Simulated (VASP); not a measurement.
**Si8O: single point with PBE**

The system is Si8O, a slab with vacuum.

```xyz
9
Lattice="3.8511 0.0000 0.0000 0.0000 6.3647 0.0000 0.0000 0.0000 19.7525" Properties=species:S:1:pos:R:3 pbc="T T T"
Si    0.0000    5.9641    4.0000
Si    0.0000    3.5829    4.0000
Si    1.9255    2.7818    5.1117
Si    1.9255    0.4005    5.1117
Si    1.9255    5.9402    7.3491
Si    1.9255    3.6068    7.3491
Si    0.0000    2.7113    8.2525
Si    0.0000    0.4710    8.2525
O     0.6418    4.8329    8.6725
```

```json
{
 "Program": "VASP 6.6.1",
 "Task": "single point",
 "Functional": "PBE",
 "Potentials or basis": "VASP PAW PBE potentials, release 64 (Si, O)",
 "Cutoff": "520 eV",
 "k mesh": "7 × 4 × 1",
 "Occupations": "gaussian, width 0.05 eV",
 "Spin": "collinear spin, ferromagnetic start",
 "Starting moments": "[0.0, 0.0, 0.0, 0.0, 0.0, 0.0, 0.0, 0.0, 2.0] μB"
}
```

| Item | Value |
| --- | --- |
| Largest force | 2.368 eV/Å |
| Band gap on the k mesh | 0.11 eV (least direct gap 0.21 eV) |
| Net moment | 0.00 μB per cell |
| Site moments | Si +0.07, -0.07, +0.00, -0.00, +0.01, -0.01 (each value once); O -0.00 μB |
| Valence electrons inside the program's atomic spheres | Si 1.63, 1.66, 1.65, 1.64 (each value once); O 4.86 |

Forces in eV/Å, atoms in the order of the input:
```
Si  -0.056 -0.807  0.625
Si  -0.041  0.802  0.632
Si  -0.027  0.033 -0.872
Si  -0.043 -0.059 -0.880
Si  -0.205 -0.280 -0.072
Si  -0.056  0.039 -0.186
Si   0.271  1.949  0.357
Si   0.191 -2.325  0.403
O   -0.036  0.649 -0.006
```

Levels at points of the mesh, in eV from the valence-band top:
Spin up:
```tsv
k point	band 15	band 16	band 17	band 18	band 19	band 20	band 21	band 22	band 23	band 24
(0.00, 0.00, 0.00)	-1.16	-0.73	-0.71	-0.62	-0.04	0.62	0.81	1.67	2.13	2.56
(0.00, 0.50, 0.00)	-1.43	-1.14	-1.03	-0.63	-0.01	0.21	1.02	1.64	2.25	2.36
```
Spin down:
```tsv
k point	band 16	band 17	band 18	band 19	band 20	band 21	band 22	band 23
(0.00, 0.00, 0.00)	-0.75	-0.68	-0.64	-0.03	0.65	0.78	1.67	2.13
(0.00, 0.50, 0.00)	-1.14	-1.04	-0.63	0.00	0.21	1.02	1.64	2.25
```

It took 10 min on 1 thread of Intel Xeon 8259CL, with other jobs on the host, peak memory 0.82 GiB.
